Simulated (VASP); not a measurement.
Input of a VASP 6.6.1 run:

File INCAR:

```
SYSTEM = InAs
PREC = Accurate
ENCUT = 500
EDIFF = 1E-6
ISMEAR = 0
SIGMA = 0.1
LREAL = .False.
LASPH = .True.
NELM = 120
ALGO = Normal
ISIF = 2
LWAVE = .False.
LCHARG = .False.
GGA = PE
NBANDS = 16
GGA_COMPAT = .False.
```

KPOINTS

```
regular mesh
0
Gamma
  12 12 12
  0 0 0
```

The input POSCAR:

```
InAs
1.0
    0.0000000000      3.0932871344      3.0932871344
    3.0932871344      0.0000000000      3.0932871344
    3.0932871344      3.0932871344      0.0000000000
In As
1 1
Direct
    0.0000000000      0.0000000000      0.0000000000
    0.2500000000      0.2500000000      0.2500000000
```

Potentials or basis: VASP PAW PBE potentials, release 64 (In_d, As).

Command:

```sh
$ cat potpaw_PBE.64/In_d/POTCAR potpaw_PBE.64/As/POTCAR > POTCAR
$ mpirun -np 1 vasp_std > vasp.out
```

**Question.** Predict the pressure.

**Answer.** 0.0 GPa.

**Question.** Estimate the band gap on the k mesh.

**Answer.** Zero (filled and empty bands touch).

Caveat: semilocal functionals underestimate gaps, so a narrow gap can read as zero; spin-orbit coupling is left out, which moves the levels of the heavy elements.
